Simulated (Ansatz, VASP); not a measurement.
# HgTe in VASP and in Ansatz

File INCAR:

```
PREC = Accurate
ENCUT = 520
EDIFF = 1E-6
ISMEAR = -1
SIGMA = 0.05
LREAL = False
LASPH = True
NELM = 100
ALGO = Normal
ISIF = 2
LWAVE = False
LCHARG = False
NBANDS = 16
```

Contents of KPOINTS:

```
Automatic mesh
0
Gamma
  11 11 11
```

Contents of POSCAR:

```
HgTe
1.0
    0.0000000000      3.0827444958      3.0827444958
    3.0827444958      0.0000000000      3.0827444958
    3.0827444958      3.0827444958      0.0000000000
Hg Te
1 1
Direct
    0.0000000000      0.0000000000      0.0000000000
    0.2500000000      0.2500000000      0.2500000000
```

Input for Ansatz:

```yaml
crystal:
  lattice:
    - [0.0, 3.0827444958, 3.0827444958]
    - [3.0827444958, 0.0, 3.0827444958]
    - [3.0827444958, 3.0827444958, 0.0]
  atoms:
    - { symbol: Hg, position: [0.0, 0.0, 0.0] }
    - { symbol: Te, position: [0.25, 0.25, 0.25] }
kpoints:
  mp_grid: { grid: [11, 11, 11] }
scf:
  occupations: { method: fermi_dirac, width: 0.05 }
hamiltonian:
  xc: lda
  pseudopotentials: { kind: all_electron, lapw: { basis_error: 0.001 } }
output:
  forces: true
  stress: true
  eigenvalues: true
  populations: true
```

Change from the starting cell: volume scaled by 0.88, LAPW.

Alike in both runs: task single point; functional LDA; k mesh 11 × 11 × 11; occupations fermi-dirac, width 0.05 eV; no spin polarisation.

|  | VASP | Ansatz |
| --- | --- | --- |
| version | VASP 6.6.1 | Ansatz 0.2.0 |
| potentials or method | VASP PAW LDA potentials, release 64 (Hg, Te), cutoff 520 eV | all-electron LAPW, scalar-relativistic |

VASP gave:

- pressure (GPa): 8.9

**Question.** Which values does Ansatz return?

**Answer.** Pressure (GPa): 8.5.

LDA's correlation is that of Perdew and Zunger in VASP and of Perdew and Wang (1992) in Ansatz. Ansatz ran all-electron here, and VASP with PAW potentials.

Spin-orbit coupling is off throughout.
